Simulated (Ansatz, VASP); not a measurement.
# GdTiO: VASP beside Ansatz

```
Gd Ti O
1.0
     3.51147    0.00000    0.00000
     0.00000    3.51147    0.00000
     0.00000    0.00000    4.02690
Gd Ti O
1 1 1
Cartesian
  0.0000 0.0000 0.0000
  1.7557 1.7557 2.0135
  1.7557 1.7557 0.0000
```

Change from the starting cell: species swapped into the MgNiH type (P4/mmm, No. 123).

Alike in both runs: functional PBE; k mesh 14 × 14 × 12; occupations gaussian, width 0.1 eV; collinear spin.

Ansatz relaxed the structure, and its values are those at the end. VASP's run is a single point on that final structure, the one shown.

|  | VASP | Ansatz |
| --- | --- | --- |
| version | VASP 6.6.1 | Ansatz 0.2.0 |
| potentials or method | VASP PAW PBE potentials, release 64 (Gd, Ti_sv, O), cutoff 520 eV | scalar-relativistic, plane waves, PAW |
| valence electrons in the cell | 36 | 36 |

```tsv
	VASP	Ansatz	Ansatz less VASP
gap on the k mesh at the Fermi level (eV)	none	none	-
pressure (GPa)	0.2	0.0	-0.16
net moment per atom (μB)	2.32	2.32	-0.002
size of the moment on the site where the two differ most (μB)	6.77	6.82	+0.055
```

Site moments also hang on the region over which each program counts them. A gap of «none» marks a metal or a gap that the smearing closes. With one functional, cell and mesh, what is left measures potentials, basis and numerics.

Spin-orbit coupling is off throughout.
